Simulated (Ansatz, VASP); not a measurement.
One calculation of Si3N4, two programs

Contents of INCAR:

```
ALGO = Normal
EDIFF = 1E-8
ENCUT = 520
ISIF = 2
ISMEAR = -1
LASPH = True
LCHARG = False
LEFG = True
LREAL = False
LWAVE = False
NBANDS = 45
NELM = 80
PREC = Accurate
SIGMA = 0.02
```

Contents of KPOINTS:

```
k-points
0
Gamma
  6 6 6
```

The input POSCAR:

```
Si3N4
1.0
   -3.2373500000      3.2373500000      3.2373500000
    3.2373500000     -3.2373500000      3.2373500000
    3.2373500000      3.2373500000     -3.2373500000
Si N
6 8
Direct
    0.2500000000      0.1250000000      0.8750000000
    0.8750000000      0.2500000000      0.1250000000
    0.7500000000      0.3750000000      0.6250000000
    0.6250000000      0.7500000000      0.3750000000
    0.1250000000      0.8750000000      0.2500000000
    0.3750000000      0.6250000000      0.7500000000
    0.5628000000      0.5628000000      0.5628000000
    0.4372000000      0.5000000000      0.0000000000
    0.5000000000      0.0000000000      0.9372000000
    0.0000000000      0.4372000000      0.5000000000
    0.9372000000      0.5000000000      0.0000000000
    0.0628000000      0.0628000000      0.0628000000
    0.0000000000      0.9372000000      0.5000000000
    0.5000000000      0.0000000000      0.4372000000
```

Input for Ansatz:

```yaml
crystal:
  lattice:
    - [-3.23735, 3.23735, 3.23735]
    - [3.23735, -3.23735, 3.23735]
    - [3.23735, 3.23735, -3.23735]
  atoms:
    - { symbol: Si, position: [0.25, 0.125, 0.875] }
    - { symbol: Si, position: [0.875, 0.25, 0.125] }
    - { symbol: Si, position: [0.75, 0.375, 0.625] }
    - { symbol: Si, position: [0.625, 0.75, 0.375] }
    - { symbol: Si, position: [0.125, 0.875, 0.25] }
    - { symbol: Si, position: [0.375, 0.625, 0.75] }
    - { symbol: "N", position: [0.5628, 0.5628, 0.5628] }
    - { symbol: "N", position: [0.4372, 0.5, 0.0] }
    - { symbol: "N", position: [0.5, 0.0, 0.9372] }
    - { symbol: "N", position: [0.0, 0.4372, 0.5] }
    - { symbol: "N", position: [0.9372, 0.5, 0.0] }
    - { symbol: "N", position: [0.0628, 0.0628, 0.0628] }
    - { symbol: "N", position: [0.0, 0.9372, 0.5] }
    - { symbol: "N", position: [0.5, 0.0, 0.4372] }
kpoints:
  mp_grid: { grid: [6, 6, 6] }
scf:
  occupations: { method: fermi_dirac, width: 0.02 }
hamiltonian:
  xc: lda
  pseudopotentials: { kind: paw }
output:
  forces: true
  stress: true
  populations: true
  efg:
    quadrupole_moments_barn: { "N": 0.02044 }
    contact_densities: true
```

Alike in both runs: task electric field gradients; functional LDA; k mesh 6 × 6 × 6; occupations fermi-dirac, width 0.02 eV; no spin polarisation.

|  | VASP | Ansatz |
| --- | --- | --- |
| version | VASP 6.6.1 | Ansatz 0.2.0 |
| potentials or method | VASP PAW LDA potentials, release 64 (Si, N) | plane-wave PAW, scalar-relativistic |
| plane-wave cutoff (eV) | 520 | 420 |
| valence electrons in the cell | 64 | 64 |

```tsv
	VASP	Ansatz	Ansatz less VASP
gap on the k mesh at the Fermi level (eV)	3.92	3.93	+0.012
pressure (GPa)	-7.2	-7.7	-0.42
rms of the force components (eV/Å)	0.014	0.015	+0.0010
size of Vzz on the site where it differs most (V/Å²)	53.1	55.9	+2.84
```

LDA's correlation is that of Perdew and Zunger in VASP and of Perdew and Wang (1992) in Ansatz. Atom by atom the forces differ by 0.001 eV/Å (rms over components).
